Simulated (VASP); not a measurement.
A run of VASP 6.6.1 is set up as follows.

Contents of INCAR:

```
  PREC = Accurate
  ENCUT = 520
  EDIFF = 1E-6
  ISMEAR = -1
  SIGMA = 0.01
  LREAL = False
  LASPH = True
  NELM = 60
  ALGO = Normal
  ISIF = 2
  LWAVE = False
  LCHARG = False
  GGA = PS
  NBANDS = 27
```

The input KPOINTS:

```
Automatic mesh
0
Gamma
  6 6 6
```

Contents of POSCAR:

```
Se
1.0
    5.6809998619      3.2799267995      1.4763300000
   -5.6809998619      3.2799267995      1.4763300000
    0.0000000000     -6.5598535991      1.4763300000
Se
6
Direct
    0.2806600000      0.1625100000      0.9181800000
    0.9181800000      0.2806600000      0.1625100000
    0.1625100000      0.9181800000      0.2806600000
    0.7193400000      0.8374900000      0.0818200000
    0.0818200000      0.7193400000      0.8374900000
    0.8374900000      0.0818200000      0.7193400000
```

Potentials or basis: VASP PAW PBE potentials, release 64 (Se).

Command:

```sh
$ cat potpaw_PBE.64/Se/POTCAR > POTCAR
$ mpirun -np 1 vasp_std > vasp.out
```

Question: Estimate the pressure.

Answer: 0.3 GPa.

Question: Predict the band gap on the k mesh.

Answer: 1.12 eV, indirect (least direct gap 1.37 eV).

Question: Estimate the largest force.

Answer: 0.389 eV/Å.

Stress tensor (GPa, compression positive):
```
0.26 0.00 0.00
0.00 0.26 0.00
0.00 0.00 0.38
```

Caveat: the PAW data sets were made with another functional, which shifts forces and pressure a little. A hybrid or GW would open this gap; PBEsol tends to underestimate it.
